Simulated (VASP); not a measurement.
## LiF: single point with r2SCAN

LiF:

```xyz
2
Lattice="0.0000 2.0747 2.0747 2.0747 0.0000 2.0747 2.0747 2.0747 0.0000" Properties=species:S:1:pos:R:3 pbc="T T T"
Li    0.0000    0.0000    0.0000
F     2.0747    2.0747    2.0747
```

This cell differs from its parent crystal: strain +4.0%.

* Program: VASP 6.6.1
* Task: single point
* Functional: r2SCAN
* Potentials or basis: VASP PAW PBE potentials, release 64 (Li_sv, F)
* Cutoff: 520 eV
* k mesh: 10 × 10 × 10
* Occupations: gaussian, width 0.01 eV
* Spin: no spin polarisation

* Band gap on the k mesh: 9.44 eV, direct

Levels at points of the mesh, in eV from the valence-band top:
```
           k point  band 1  band 2  band 3  band 4  band 5  band 6  band 7  band 8  band 9  band 10
(0.00, 0.00, 0.00)  -42.26  -20.87    0.00    0.00    0.00    9.44   24.59   24.59   24.59    24.78
(0.50, 0.00, 0.00)  -42.23  -20.52   -2.24   -0.21   -0.21   11.34   17.04   19.67   19.68    30.56
(0.50, 0.50, 0.00)  -42.22  -20.31   -2.64   -0.88   -0.88   15.19   16.99   17.95   20.81    20.81
```

Run time: 12 s on 1 thread of Intel(R) Xeon(R) 6975P-C (Granite Rapids), on a shared host, peak memory 0.13 GiB.

Caveat: the cell differs from its parent crystal (strain +4.0%). A k mesh can miss the band edges.
